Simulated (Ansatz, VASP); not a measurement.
Two plane-wave programs on Mo

Contents of POSCAR:

```
Mo
1.0
   -1.5541182529      1.5541182529      1.5541182529
    1.5541182529     -1.5541182529      1.5541182529
    1.5541182529      1.5541182529     -1.5541182529
Mo
1
Direct
    0.0000000000      0.0000000000      0.0000000000
```

File INCAR.step1:

```
SYSTEM = Mo
PREC = Accurate
ENCUT = 520
ISMEAR = 0
SIGMA = 0.05
LREAL = .FALSE.
LASPH = .TRUE.
NELM = 100
NBANDS = 13
GGA = PE
ALGO = Normal
EDIFF = 1E-4
LWAVE = .TRUE.
LCHARG = .FALSE.
```

File INCAR.step2:

```
SYSTEM = Mo
PREC = Accurate
ENCUT = 520
EDIFF = 1E-6
ISMEAR = 0
SIGMA = 0.05
LREAL = .FALSE.
LASPH = .TRUE.
NELM = 100
ALGO = Normal
ISIF = 2
LWAVE = .FALSE.
LCHARG = .FALSE.
METAGGA = R2SCAN
LMIXTAU = .TRUE.
NBANDS = 13
ISTART = 1
```

KPOINTS

```
regular mesh
0
G
  20 20 20
  0 0 0
```

Input for Ansatz:

```yaml
crystal:
  lattice:
    - [-1.5541182529, 1.5541182529, 1.5541182529]
    - [1.5541182529, -1.5541182529, 1.5541182529]
    - [1.5541182529, 1.5541182529, -1.5541182529]
  atoms:
    - { symbol: Mo, position: [0.0, 0.0, 0.0] }
basis:
  ecutwfc: 500
  ecutrho_ratio: 4
kpoints:
  mp_grid: { grid: [20, 20, 20] }
hamiltonian:
  xc: r2scan
scf:
  occupations: { method: gaussian, width: 0.05 }
output:
  forces: true
  stress: true
  eigenvalues: true
```

Alike in both runs: task single point; functional r2SCAN; k mesh 20 × 20 × 20; occupations gaussian, width 0.05 eV; no spin polarisation.

```csv
,VASP,Ansatz
version,VASP 6.6.1,Ansatz 0.2.0
potentials or method,"VASP PAW PBE potentials, release 64 (Mo_sv), cutoff 520 eV","scalar-relativistic, plane waves, PAW"
valence electrons in the cell,14,14
```

|  | VASP | Ansatz | Ansatz less VASP |
| --- | --- | --- | --- |
| gap on the k mesh at the Fermi level (eV) | none | none | - |
| pressure (GPa) | 13.6 | 12.2 | -1.38 |

VASP's potentials were made for PBE, not for r2SCAN. A gap of «none» marks a metal or a gap that the smearing closes. With one functional, cell and mesh, what is left measures potentials, basis and numerics.
